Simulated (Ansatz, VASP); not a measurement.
## One calculation of C, two programs

File INCAR:

```
SYSTEM = C
PREC     = Accurate       ! precision mode
ENCUT    = 910            ! plane-wave cutoff, eV
EDIFF    = 1E-6           ! SCF threshold, eV
ISMEAR   = 0              ! smearing method
SIGMA    = 0.05           ! smearing width, eV
LREAL    = .FALSE.        ! projectors in reciprocal space
LASPH    = .TRUE.         ! aspherical terms in the spheres
NELM     = 120            ! most SCF steps
ALGO     = Normal         ! electronic algorithm
ISIF     = 2              ! what is computed and relaxed
LWAVE    = .FALSE.        ! write WAVECAR
LCHARG   = .TRUE.         ! write CHGCAR
GGA      = CA             ! functional
LELF     = .TRUE.         ! ELF
LVHAR    = .TRUE.       
NBANDS   = 11             ! bands
GGA_COMPAT= .FALSE.
```

KPOINTS

```
regular mesh
0
G
  12 12 12
  0 0 0
```

Contents of POSCAR:

```
C
1.0
    0.0000000000      1.7938086079      1.6287782160
    1.7938086079      0.0000000000      1.6287782160
    1.7938086079      1.7938086079      0.0000000000
C
2
Direct
    0.5000000000      0.5000000000      0.5000000000
    0.7500000000      0.7500000000      0.7500000000
```

Input for Ansatz:

```yaml
crystal:
  lattice:
    - [0.0, 1.7938086079, 1.628778216]
    - [1.7938086079, 0.0, 1.628778216]
    - [1.7938086079, 1.7938086079, 0.0]
  atoms:
    - { symbol: C, position: [0.5, 0.5, 0.5] }
    - { symbol: C, position: [0.75, 0.75, 0.75] }
basis:
  ecutwfc: 520.0
kpoints:
  mp_grid: { grid: [12, 12, 12] }
hamiltonian:
  xc: lda
  pseudopotentials: { kind: paw, azcp: { folder: soft_1 } }
scf:
  occupations: { method: gaussian, width: 0.05 }
output:
  forces: true
  stress: true
  eigenvalues: true
```

Alike in both runs: task single point; functional LDA; k mesh 12 × 12 × 12; occupations gaussian, width 0.05 eV; no spin polarisation.

|  | VASP | Ansatz |
| --- | --- | --- |
| version | VASP 6.6.1 | Ansatz 0.2.0 |
| potentials or method | VASP PAW LDA potentials, release 64 (C_h), cutoff 910 eV | scalar-relativistic, plane waves, PAW |
| valence electrons in the cell | 8 | 8 |

|  | VASP | Ansatz | Ansatz less VASP |
| --- | --- | --- | --- |
| gap on the k mesh at the Fermi level (eV) | 1.83 | 1.84 | +0.009 |
| least direct gap on the mesh (eV) | 4.13 | 4.13 | -0.003 |

Ansatz warns that its potentials were made for another functional, while VASP's fit it. LDA's correlation is that of Perdew and Zunger in VASP and of Perdew and Wang (1992) in Ansatz.

Noted on VASP's run: the cutoff is short for stress, so the pressure is rough.
